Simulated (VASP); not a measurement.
# Zn15S16 (a cell with a defect) in VASP: single point with PBE

Aim: the single point of Zn15S16 (a cell with a defect) with PBE.

Program: VASP 6.6.1. These are calculated values, not measurements. Logs are shortened: lines on timing, memory, paths and dates and some standing lists are left out, and cuts for length are marked.

**1. The cell of the first run**

The cell holds a defect, 31 atoms: a = 9.426 Å, b = 9.426 Å, c = 9.426 Å, α = 109.47°, β = 109.47°, γ = 109.47°.

**2. Single point, PBE**

INCAR

```
PREC = Accurate
ENCUT = 520
EDIFF = 1E-7
ISMEAR = 0
SIGMA = 0.02
LREAL = Auto
LASPH = T
NELM = 80
ALGO = Normal
ISIF = 2
LWAVE = F
LCHARG = T
GGA = PE
LELF = T
LVHAR = T
NELECT = 278.0
NBANDS = 159
```

KPOINTS

```
Automatic mesh
0
Gamma
  2 2 2
  0.5 0.5 0.5
```

POSCAR

```
Zn15S16
1.0
   -5.4423087611     -5.4423087611      5.4423087611
    5.4423087611     -5.4423087611     -5.4423087611
    5.4423087611      5.4423087611      5.4423087611
Zn S
15 16
Direct
    0.1788988907      0.0000116678      0.9288988776
    0.5000582693      0.7637114472      0.7619552991
    0.2534460209      0.7374685407      0.0034459640
    0.0119552203      0.7637113553      0.2500582124
    0.7494170542     -0.0000009187      0.2389502428
    0.4889502079     -0.0000009187      0.4994169055
   -0.0077223660      0.2526434203      0.7422776210
    0.7559510459      0.5134079345      0.7603645221
    0.4969546233      0.4865924769     -0.0074573130
    0.2425427439      0.4865925688      0.2469546582
    0.0103645351      0.5134080264      0.5059510809
    0.7396338901      0.7473547861      0.4896338332
    0.7363465904      0.2362860243     -0.0017577099
    0.5159825771      0.2625330650      0.2659826121
    0.2482422551      0.2362859324      0.4863465335
    0.2474576617      0.7623245358      0.7625064439
    0.0125064569      0.7623245358      0.9974576486
    0.4948892314      0.4999988276      0.7448891965
    0.2484054212      0.4901586105      0.9984054082
   -0.0051108824      0.4999987357      0.2448891745
    0.7459725602      0.7446279103      0.2387865255
    0.4887865825      0.7446280022      0.4959725952
   -0.0257838183     -0.0000000919      0.7242161687
    0.7441573380      0.2553707555      0.7513439019
    0.4851330779      0.2376764268      1.0001844326
    0.2501844456      0.2376763349      0.2351331128
    0.0013438231      0.2553706636      0.4941572810
    0.7582497946      0.5098423522      0.5082497376
    0.7561176112     -0.0000011943      0.9976438747
    0.5040255194     -0.0000005512      0.2540255544
    0.2476438878     -0.0000011943      0.5061175543
```

Potentials or basis: VASP PAW PBE potentials, release 64 (Zn, S).

Run with:

```console
> cat potpaw_PBE.64/Zn/POTCAR potpaw_PBE.64/S/POTCAR > POTCAR
> mpirun -np 1 vasp_std > vasp.out
```

OUTCAR:

```text
PREC = Accurate
   ENCUT = 520
   EDIFF = 1E-7
   ISMEAR = 0
   LREAL = Auto
   LASPH = T
   NELM = 80
   ISIF = 2
   GGA = PE
   NELECT = 278.0

 ion  position               nearest neighbor table
   1  0.179  0.000  0.929-  23 2.23  26 2.68  25 2.68  16 2.68  17 2.68  14 3.02   3 3.02
   2  0.500  0.764  0.762-  29 2.29  16 2.38  22 2.42  18 2.42
   3  0.253  0.737  0.003-  19 2.30  16 2.34  17 2.34  30 2.40   1 3.02
   4  0.012  0.764  0.250-  31 2.29  17 2.38  21 2.42  20 2.42
   5  0.749  1.000  0.239-  29 2.30  30 2.36  21 2.40  27 2.40
   6  0.489  1.000  0.499-  31 2.30  30 2.36  22 2.40  24 2.40
   7  0.992  0.253  0.742-  23 2.27  19 2.36  27 2.38  24 2.38
   8  0.756  0.513  0.760-  17 2.34  24 2.37  28 2.37  18 2.37
   9  0.497  0.487  0.993-  25 2.34  21 2.37  19 2.37  18 2.37
  10  0.243  0.487  0.247-  26 2.34  22 2.37  19 2.37  20 2.37
  11  0.010  0.513  0.506-  16 2.34  27 2.37  28 2.37  20 2.37
  12  0.740  0.747  0.490-  23 2.27  28 2.36  21 2.38  22 2.38
  13  0.736  0.236  0.998-  29 2.29  25 2.38  24 2.42  20 2.42
  14  0.516  0.263  0.266-  28 2.30  26 2.34  25 2.34  30 2.40   1 3.02
  15  0.248  0.236  0.486-  31 2.29  26 2.38  27 2.42  18 2.42
  16  0.247  0.762  0.763-  11 2.34   3 2.34   2 2.38   1 2.68
  17  0.013  0.762  0.997-   8 2.34   3 2.34   4 2.38   1 2.68
  18  0.495  0.500  0.745-   9 2.37   8 2.37  15 2.42   2 2.42
  19  0.248  0.490  0.998-   3 2.30   7 2.36   9 2.37  10 2.37
  20  0.995  0.500  0.245-  11 2.37  10 2.37  13 2.42   4 2.42
  21  0.746  0.745  0.239-   9 2.37  12 2.38   5 2.40   4 2.42
  22  0.489  0.745  0.496-  10 2.37  12 2.38   6 2.40   2 2.42
  23  0.974  1.000  0.724-   1 2.23   7 2.27  12 2.27
  24  0.744  0.255  0.751-   8 2.37   7 2.38   6 2.40  13 2.42
  25  0.485  0.238  0.000-   9 2.34  14 2.34  13 2.38   1 2.68
  26  0.250  0.238  0.235-  10 2.34  14 2.34  15 2.38   1 2.68
  27  0.001  0.255  0.494-  11 2.37   7 2.38   5 2.40  15 2.42
  28  0.758  0.510  0.508-  14 2.30  12 2.36  11 2.37   8 2.37
  29  0.756  1.000  0.998-  13 2.29   2 2.29   5 2.30
  30  0.504  1.000  0.254-   6 2.36   5 2.36  14 2.40   3 2.40
  31  0.248  1.000  0.506-  15 2.29   4 2.29   6 2.30

  LATTYP: Found a body centered cubic cell.
 ALAT       =    10.8846175222

  Lattice vectors:

 A1 = (  -5.4423087611,  -5.4423087611,   5.4423087611)
 A2 = (   5.4423087611,  -5.4423087611,  -5.4423087611)
 A3 = (   5.4423087611,   5.4423087611,   5.4423087611)

Analysis of symmetry for initial positions (statically):
=====================================================================
 Subroutine PRICEL returns:
 Original cell was already a primitive cell.

 Routine SETGRP: Setting up the symmetry group for a
 body centered cubic supercell.

 Subroutine GETGRP returns: Found  2 space group operations
 (whereof  1 operations were pure point group operations)
 out of a pool of 48 trial point group operations.

The static configuration has the point symmetry C_1 .
 The point group associated with its full space group is C_1h.

Analysis of symmetry for dynamics (positions and initial velocities):
=====================================================================
 Subroutine PRICEL returns:
 Original cell was already a primitive cell.

 Routine SETGRP: Setting up the symmetry group for a
 body centered cubic supercell.

 Subroutine GETGRP returns: Found  2 space group operations
 (whereof  1 operations were pure point group operations)
 out of a pool of 48 trial point group operations.

The dynamic configuration has the point symmetry C_1 .
 The point group associated with its full space group is C_1h.

 Subroutine INISYM returns: Found  2 space group operations
 (whereof  1 operations are pure point group operations),
 and found     1 'primitive' translations

----------------------------------------------------------------------------------------

                                     Primitive cell

  volume of cell :     644.7770

  direct lattice vectors                    reciprocal lattice vectors
    -5.442308761 -5.442308761  5.442308761     0.000000000 -0.091872773  0.091872773
     5.442308761 -5.442308761 -5.442308761     0.091872773 -0.091872773  0.000000000
     5.442308761  5.442308761  5.442308761     0.091872773  0.000000000  0.091872773

  length of vectors
     9.426355285  9.426355285  9.426355285     0.129927722  0.129927722  0.129927722

  position of ions in fractional coordinates (direct lattice)
     0.178898891  0.000011668  0.928898878
     0.500058269  0.763711447  0.761955299
     0.253446021  0.737468541  0.003445964
     0.011955220  0.763711355  0.250058212
     0.749417054  0.999999081  0.238950243
     0.488950208  0.999999081  0.499416905
[... 23 lines left out ...]
     0.504025519  0.999999449  0.254025554
     0.247643888  0.999998806  0.506117554

  ion indices of the primitive-cell ions
   primitive index   ion index
                 1           1
                 2           2
                 3           3
                 4           4
                 5           5
                 6           6
[... 23 lines left out ...]
                30          30
                31          31

----------------------------------------------------------------------------------------

 KPOINTS: Automatic mesh

Automatic generation of k-mesh.
 Grid dimensions read from file:
 generate k-points for:    2    2    2

 Generating k-lattice:

  Cartesian coordinates                     Fractional coordinates (reciprocal lattice)
     0.000000000 -0.045936387  0.045936387     0.500000000  0.000000000  0.000000000
     0.045936387 -0.045936387  0.000000000     0.000000000  0.500000000  0.000000000
     0.045936387  0.000000000  0.045936387     0.000000000  0.000000000  0.500000000

  Length of vectors
     0.064963861  0.064963861  0.064963861

  Shift w.r.t. Gamma in fractional coordinates (k-lattice)
     0.500000000  0.500000000  0.500000000

 Subroutine IBZKPT returns following result:
 ===========================================

 Found      3 irreducible k-points:

 Following reciprocal coordinates:
            Coordinates               Weight
  0.250000  0.250000  0.250000      2.000000
 -0.250000  0.250000  0.250000      4.000000
  0.250000 -0.250000  0.250000      2.000000
   k-points           NKPTS =      3   k-points in BZ     NKDIM =      3   number of bands    NBANDS=    159
   number of dos      NEDOS =    301   number of ions     NIONS =     31
   total plane-waves  NPLWV = 343000
   dimension x,y,z NGX =    70 NGY =   70 NGZ =   70
   dimension x,y,z NGXF=   140 NGYF=  140 NGZF=  140
   ions per type =              15  16
   NGX,Y,Z   is equivalent  to a cutoff of  12.35, 12.35, 12.35 a.u.
   NGXF,Y,Z  is equivalent  to a cutoff of  24.69, 24.69, 24.69 a.u.
 SYSTEM =  unknown system
   PREC   = accura    normal or accurate (medium, high low for compatibility)
   ISTART =      0    job   : 0-new  1-cont  2-samecut
   ICHARG =      2    charge: 1-file 2-atom 10-const
   ISPIN  =      1    spin polarized calculation?
   LNONCOLLINEAR =      F non collinear calculations
   LSORBIT =      F    spin-orbit coupling
   LASPH  =      T    aspherical Exc in radial PAW
   ENCUT  =  520.0 eV  38.22 Ry    6.18 a.u.  17.53 17.53 17.53*2*pi/ulx,y,z
   NELM   =     80;   NELMIN=  2; NELMDL= -5     # of ELM steps
   EDIFF  = 0.1E-06   stopping-criterion for ELM
   LREAL  =      T    real-space projection
   EDIFFG = 0.1E-05   stopping-criterion for IOM
   NSW    =      0    number of steps for IOM
   IBRION =     -1    ionic relax: 0-MD 1-quasi-New 2-CG
   NFREE  =      0    steps in history (QN), initial steepest desc. (CG)
   ISIF   =      2    stress and relaxation
   ISYM   =      2    0-nonsym 1-usesym 2-fastsym
   POTIM  = 0.5000    time-step for ionic-motion
   TEBEG  =    0.0;   TEEND  =   0.0 temperature during run
   PSTRESS=    0.0 pullay stress
   NELECT =     278.0000    total number of electrons
   NUPDOWN=      -1.0000    fix difference up-down
   EMIN   =  10.00;   EMAX   =-10.00  energy-range for DOS
   EFERMI =   0.00;   METHOD = LEGACY
   ISMEAR =     0;   SIGMA  =   0.02  broadening in eV -4-tet -1-fermi 0-gaus
   EFERMI_NEDOS =   21; number of points for ismear=-14 and -15
   IALGO  =     38    algorithm
   IMIX   =      4    mixing-type and parameters
     AMIX     =   0.40;   BMIX     =  1.00
     AMIX_MAG =   1.60;   BMIX_MAG =  1.00
  volume/ion in A,a.u.               =      20.80       140.36
  Fermi-wavevector in a.u.,A,eV,Ry     =   1.236763  2.337144 20.811246  1.529583
  Thomas-Fermi vector in A             =   2.371358
   LORBIT       =      0    0 simple, 1 ext, 2 COOP (PROOUT), +10 PAW based schemes
   GGA     = PE    functional components
   LHFCALC =     F    Hartree Fock is set to
   AEXX    =    0.0000 exact exchange contribution
   IVDW    =     0    specifies the selected vdW correction
   LEPSILON=     F    determine dielectric tensor
   LRPA    =     F    only Hartree local field effects (RPA)
 non-spin polarized calculation
 Gauss-broadening in eV      SIGMA  =   0.02
  energy-cutoff  :      520.00
  volume of cell :      644.78
 maximum number of plane-waves:     17388
 NGX is ok and might be reduce to    70
   NGX = 35   NGY = 35   NGZ = 35

 number of electron     278.0000042 magnetization

 Free energy of the ion-electron system (eV)
  ---------------------------------------------------
  ext. energy  EPLUGINS =         0.00000000
  ---------------------------------------------------
  free energy    TOTEN  =       -99.77604023 eV

  energy without entropy =      -99.77604023  energy(sigma->0) =      -99.77604023

 E-fermi :   2.0444     XC(G=0):  -9.4538

 val. band max:        1.9263499607   @ k =   0.2500   0.2500   0.2500
 cond. band min:       4.2442590959   @ k =   0.2500   0.2500   0.2500
 fundamental gap:      2.3179091352
 Fermi energy:         2.0444494579

 k-point     1 :       0.2500    0.2500    0.2500
  band No.  band energies     occupation
      1     -10.9233      2.00000
      2     -10.9132      2.00000
      3     -10.7099      2.00000
      4     -10.6833      2.00000
      5     -10.3777      2.00000
      6     -10.3655      2.00000
[... 143 lines left out ...]
    150       6.1305      0.00000
    151       6.1336      0.00000

 k-point     2 :      -0.2500    0.2500    0.2500
  band No.  band energies     occupation
      1     -11.0830      2.00000
      2     -10.7186      2.00000
      3     -10.5977      2.00000
      4     -10.5854      2.00000
      5     -10.5372      2.00000
      6     -10.3712      2.00000
[... 143 lines left out ...]
    150       6.2887      0.00000
    151       6.3258      0.00000

 k-point     3 :       0.2500   -0.2500    0.2500
  band No.  band energies     occupation
      1     -11.0757      2.00000
      2     -10.7678      2.00000
      3     -10.5882      2.00000
      4     -10.5825      2.00000
      5     -10.4438      2.00000
      6     -10.4393      2.00000
[... 143 lines left out ...]
    150       6.3166      0.00000
    151       6.4146      0.00000
 [bands above 151 left out]

------------------------ aborting loop because EDIFF is reached ----------------------------------------

  FORCE on cell =-STRESS in cart. coord.  units (eV):
  Direction    XX          YY          ZZ          XY          YZ          ZX
  --------------------------------------------------------------------------------------
  -------------------------------------------------------------------------------------
  Total       11.2222209     11.2222209     16.6455861     -1.1331946      0.0003257     -0.0003257
  in kB       27.8855921     27.8855921     41.3618688     -2.8158243      0.0008092     -0.0008092
  external PRESSURE =      32.3776843 kB  Pullay stress =       0.0000000 kB

 VOLUME and BASIS-vectors are now :
 -----------------------------------------------------------------------------
  energy-cutoff  :      520.00
  volume of cell :      644.78
      direct lattice vectors                 reciprocal lattice vectors
    -5.442308761 -5.442308761  5.442308761     0.000000000 -0.091872773  0.091872773
     5.442308761 -5.442308761 -5.442308761     0.091872773 -0.091872773  0.000000000
     5.442308761  5.442308761  5.442308761     0.091872773  0.000000000  0.091872773

 POSITION                                       TOTAL-FORCE (eV/Angst)
 -----------------------------------------------------------------------------------
      4.08179      4.08167      6.02891        -0.000045      0.000045      0.010054
      5.58168     -2.73103      2.71191        -0.002424      0.009646     -0.014061
      2.65295     -5.37411     -2.61545         0.011448     -0.011448     -0.021503
      5.45218     -2.86052     -2.73039        -0.009646      0.002424     -0.014061
      2.66419     -8.22042     -0.06330        -0.009253     -0.009225      0.006926
      5.49927     -5.38534     -0.06330         0.009225      0.009253      0.006926
[... 23 lines left out ...]
      4.08173     -6.80288     -1.31676         0.000015     -0.000015     -0.008966
      6.84900     -4.03561     -1.34010         0.015830      0.015776      0.027794
 -----------------------------------------------------------------------------------
    total drift:                               -0.000240     -0.000109      0.011089

  FREE ENERGIE OF THE ION-ELECTRON SYSTEM (eV)
  ---------------------------------------------------
  free  energy   TOTEN  =       -99.7760402304 eV

  energy  without entropy=      -99.7760402304  energy(sigma->0) =      -99.77604023
```

It took 16 min on 1 thread of Intel Xeon Platinum 8259CL at 2.50GHz (Skylake/Cascade Lake), shared host; peak memory 0.79 GiB.

What came out:

- Free energy: -99.7760 eV
- Largest force: 0.036 eV/Å

Forces on the atoms (eV/Å):
```
Zn   0.000  0.000  0.010
Zn  -0.002  0.010 -0.014
Zn   0.011 -0.011 -0.022
Zn  -0.010  0.002 -0.014
Zn  -0.009 -0.009  0.007
Zn   0.009  0.009  0.007
Zn  -0.009  0.009 -0.005
Zn  -0.010 -0.007  0.000
Zn   0.010  0.007  0.000
Zn  -0.007 -0.010  0.000
Zn   0.007  0.010  0.000
Zn   0.009 -0.009 -0.005
Zn   0.010 -0.002 -0.014
Zn  -0.011  0.011 -0.022
Zn   0.002 -0.010 -0.014
S    0.010 -0.009  0.001
S    0.009 -0.010  0.001
S    0.000  0.000 -0.013
S   -0.002  0.002  0.031
S    0.000  0.000 -0.013
S   -0.007 -0.013  0.000
S    0.013  0.007  0.000
S    0.000  0.000  0.000
S    0.007  0.013  0.000
S   -0.009  0.010  0.001
S   -0.010  0.009  0.001
S   -0.013 -0.007  0.000
S    0.002 -0.002  0.031
S   -0.016 -0.016  0.028
S    0.000  0.000 -0.009
S    0.016  0.016  0.028
```

Caveat: the cell carries a net charge on a neutralising background, which shifts energy and pressure; the cell is charged against a uniform background, so pressure and absolute levels hang on convention.
